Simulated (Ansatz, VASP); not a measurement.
# One calculation of Sc, two programs

The input INCAR:

```
SYSTEM = Sc
ALGO = Normal ; EDIFF = 1E-6
ENCUT = 500 ; GGA_COMPAT = .FALSE.
ISIF = 2 ; ISMEAR = -1
LASPH = .TRUE. ; LCHARG = .FALSE.
LREAL = .FALSE. ; LWAVE = .FALSE.
NBANDS = 18 ; NELM = 120
PREC = Accurate ; SIGMA = 1.0
```

KPOINTS

```
k-points
0
G
  11 11 6
  0 0 0
```

Contents of POSCAR:

```
Sc
1.0
    3.2269060027      0.0000000000      0.0000000000
   -1.6134530014      2.7945825740      0.0000000000
    0.0000000000      0.0000000000      5.0094253455
Sc
2
Direct
    0.3333333333      0.6666666667      0.2500000000
    0.6666666667      0.3333333333      0.7500000000
```

Input for Ansatz:

```yaml
crystal:
  lattice:
    - [3.2269060027, 0.0, 0.0]
    - [-1.6134530014, 2.794582574, 0.0]
    - [0.0, 0.0, 5.0094253455]
  atoms:
    - { symbol: Sc, position: [0.3333333333, 0.6666666667, 0.25] }
    - { symbol: Sc, position: [0.6666666667, 0.3333333333, 0.75] }
hamiltonian:
  xc: lda
  pseudopotentials:
    kind: paw
    azcp:
      Sc: "pseudopotentials/Sc.paw.azcp"
basis:
  ecutwfc: 420
  fft_grid_basis: typed
kpoints:
  mp_grid: { grid: [11, 11, 6], shift: [0, 0, 0] }
magnetization:
  spin_polarized: false
scf:
  occupations: { method: fermi_dirac, width: 1.0 }
  lower_state_search: "off"
output:
  stress: true
```

Alike in both runs: task single point; functional LDA; k mesh 11 × 11 × 6; occupations fermi-dirac, width 1 eV; no spin polarisation.

|  | VASP | Ansatz |
| --- | --- | --- |
| version | VASP 6.6.1 | Ansatz 0.2.0 |
| potentials or method | VASP PAW LDA potentials, release 64 (Sc_sv), cutoff 500 eV | plane waves (420 eV) with PAW, scalar-relativistic |
| valence electrons in the cell | 22 | 22 |

```csv
,VASP,Ansatz,Ansatz less VASP
pressure (GPa),8.6,8.9,+0.29
"traceless stress, the component that is largest in VASP (GPa)",2.36,2.39,+0.030
```

Ansatz warns that its potentials were made for another functional, while VASP's fit it. LDA's correlation is that of Perdew and Zunger in VASP and of Perdew and Wang (1992) in Ansatz.
